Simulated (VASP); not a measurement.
Runs of VASP 6.6.1 on PCS4. The structure is that of space group I4/mmm (No. 139), or close to it. The cells are those of the table. The cell was generated, and may not be a known phase.

| task | cell | k mesh | cutoff (eV) | gap on the mesh (eV) | pressure (GPa) | relaxed volume (Å³/atom) |
| --- | --- | --- | --- | --- | --- | --- |
| single point | a = 4.970 Å, angles 114.9, 114.9, 99.1°, 6 atoms | 10 × 10 × 10 | 520 | none | -0.2 | - |
| relaxation of cell and atoms | relaxed from a = 5.652 Å, angles 114.9, 114.9, 99.0°, 6 atoms | 4 × 4 × 4 | 600 | none | 0.1 | 15.20 |
| single point | a = 4.941 Å, angles 113.8, 113.8, 101.1°, 6 atoms | 4 × 4 × 4 | 520 | none | -0.2 | - |
| single point | a = 5.652 Å, angles 114.9, 114.9, 99.0°, 6 atoms | 4 × 4 × 4 | 520 | none | -14.7 | - |
| relaxation of cell and atoms | relaxed from a = 4.941 Å, angles 113.8, 113.8, 101.1°, 6 atoms | 10 × 10 × 10 | 600 | none | 0.0 | (a) |

Alike in all rows: level PBE+D3(BJ); potentials or basis VASP PAW PBE potentials, release 64 (P, C, S); no spin polarisation; smearing gaussian 0.1 eV.

Problem. Fill in the values left out.

Solution. (a) 15.34.

Caveats: some runs use coarse meshes; an odd number of electrons without spin polarisation forces a metal; a magnetic or distorted state may lie lower; the volume moved by over 15 % at a fixed basis, so the end points are rough (at least some runs); the cell stands under tension (at least some runs).

A gap of «none» marks levels without a gap at the run's occupations.
